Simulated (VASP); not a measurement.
**Ba7F16 (a cell with a defect): single point with PBE**

System: Ba7F16 (a cell with a defect).

```
Ba F
1.0
     0.00000    6.22573    6.22573
     6.22573    0.00000    6.22573
     6.22573    6.22573    0.00000
Ba F
7 16
Direct
  0.00000 0.00000 0.50000
  0.00000 0.50000 0.00000
  0.00000 0.50000 0.50000
  0.50000 0.00000 0.00000
  0.50000 0.00000 0.50000
  0.50000 0.50000 0.00000
  0.50000 0.50000 0.50000
  0.13803 0.13803 0.13803
  0.13803 0.13803 0.58590
  0.13803 0.58590 0.13803
  0.13527 0.62158 0.62158
  0.58590 0.13803 0.13803
  0.62158 0.13527 0.62158
  0.62158 0.62158 0.13527
  0.62158 0.62158 0.62158
  0.37842 0.37842 0.37842
  0.37842 0.37842 0.86473
  0.37842 0.86473 0.37842
  0.41410 0.86197 0.86197
  0.86473 0.37842 0.37842
  0.86197 0.41410 0.86197
  0.86197 0.86197 0.41410
  0.86197 0.86197 0.86197
```

This cell differs from its parent crystal: atoms taken out, then relaxed in part.

```json
{
 "Program": "VASP 6.6.1",
 "Task": "single point",
 "Functional": "PBE",
 "Potentials or basis": "VASP PAW PBE potentials, release 64 (Ba_sv, F)",
 "Cutoff": "520 eV",
 "k mesh": "3 × 3 × 3",
 "Occupations": "fermi-dirac, width 0.01 eV",
 "Spin": "no spin polarisation"
}
```

```
Largest force : 0.024 eV/Å
```

Forces on the atoms (eV/Å):
```
Ba   0.000  0.000  0.000
Ba   0.000  0.000  0.000
Ba   0.000  0.000  0.000
Ba   0.000  0.000  0.000
Ba   0.000  0.000  0.000
Ba   0.000  0.000  0.000
Ba   0.000  0.000  0.000
F   -0.007 -0.007 -0.007
F    0.007  0.007 -0.007
F    0.007 -0.007  0.007
F    0.014 -0.014 -0.014
F   -0.007  0.007  0.007
F   -0.014  0.014 -0.014
F   -0.014 -0.014  0.014
F    0.014  0.014  0.014
F   -0.014 -0.014 -0.014
F    0.014  0.014 -0.014
F    0.014 -0.014  0.014
F    0.007 -0.007 -0.007
F   -0.014  0.014  0.014
F   -0.007  0.007 -0.007
F   -0.007 -0.007  0.007
F    0.007  0.007  0.007
```

Levels at points of the mesh, in eV from the Fermi level:
```
           k point  band 88  band 89  band 90  band 91  band 92  band 93  band 94  band 95  band 96  band 97
(0.00, 0.00, 0.00)    -0.38    -0.35    -0.33    -0.33    -0.33     6.11     6.73     6.73     7.24     8.25
```

Wall time 21 min on 1 thread of Intel Xeon 8259CL, on a shared host, peak memory 0.76 GiB.

Caveat: the cell carries a net charge on a neutralising background, which shifts energy and pressure; the cell differs from its parent crystal (atoms taken out, then relaxed in part); the cell is charged against a uniform background, so pressure and absolute levels hang on convention; spin-orbit coupling is left out, which moves the levels of the heavy elements.
